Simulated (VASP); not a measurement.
**Al2Ru: single point with r2SCAN**

The system is Al2Ru.

```
Al Ru
1.0
    -3.12182    0.00000    0.00000
     0.00000   -3.12182    0.00000
     0.00000    0.00000   16.58997
Al Ru
8 4
Direct
  0.00000 0.00000 0.20825
  0.50000 0.50000 0.97181
  0.00000 0.00000 0.71729
  0.50000 0.50000 0.46277
  0.50000 0.50000 0.30080
  0.00000 0.00000 0.04627
  0.50000 0.50000 0.80984
  0.00000 0.00000 0.55532
  0.00000 0.00000 0.38178
  0.50000 0.50000 0.12726
  0.00000 0.00000 0.89082
  0.50000 0.50000 0.63630
```

This cell differs from its parent crystal: the distance across one plane changed.

```
Program             : VASP 6.6.1
Task                : single point
Functional          : r2SCAN
Potentials or basis : VASP PAW PBE potentials, release 64 (Al, Ru_pv)
Cutoff              : 520 eV
k mesh              : 15 × 15 × 3
Occupations         : gaussian, width 0.15 eV
Spin                : no spin polarisation
```

The pressure is 3.8 GPa, the largest force is 1.574 eV/Å and the band gap on the k mesh is zero (filled and empty bands touch).

Forces on the atoms (eV/Å):
```
Al   0.000  0.000  0.161
Al   0.000  0.000 -1.574
Al   0.000  0.000 -0.062
Al   0.000  0.000 -0.005
Al   0.000  0.000  0.062
Al   0.000  0.000  1.574
Al   0.000  0.000 -0.161
Al   0.000  0.000  0.005
Ru   0.000  0.000  0.038
Ru   0.000  0.000  0.579
Ru   0.000  0.000 -0.579
Ru   0.000  0.000 -0.038
```

Stress tensor (GPa, compression positive):
```
2.74 0.00 0.00
0.00 2.74 0.00
0.00 0.00 5.88
```

Levels at points of the mesh, in eV from the Fermi level:
| k point | band 38 | band 39 | band 40 | band 41 | band 42 | band 43 |
| --- | --- | --- | --- | --- | --- | --- |
| (0.00, 0.00, 0.00) | -1.18 | -1.10 | -1.09 | 2.71 | 3.15 | 3.15 |

Wall time 60 min on 1 thread of Oxide Virtual Turin-like Processor (shared host), peak memory 0.54 GiB.

Caveat: the cell differs from its parent crystal (the distance across one plane changed); the cell stands under pressure; the PAW data sets were made with another functional, which shifts forces and pressure a little.
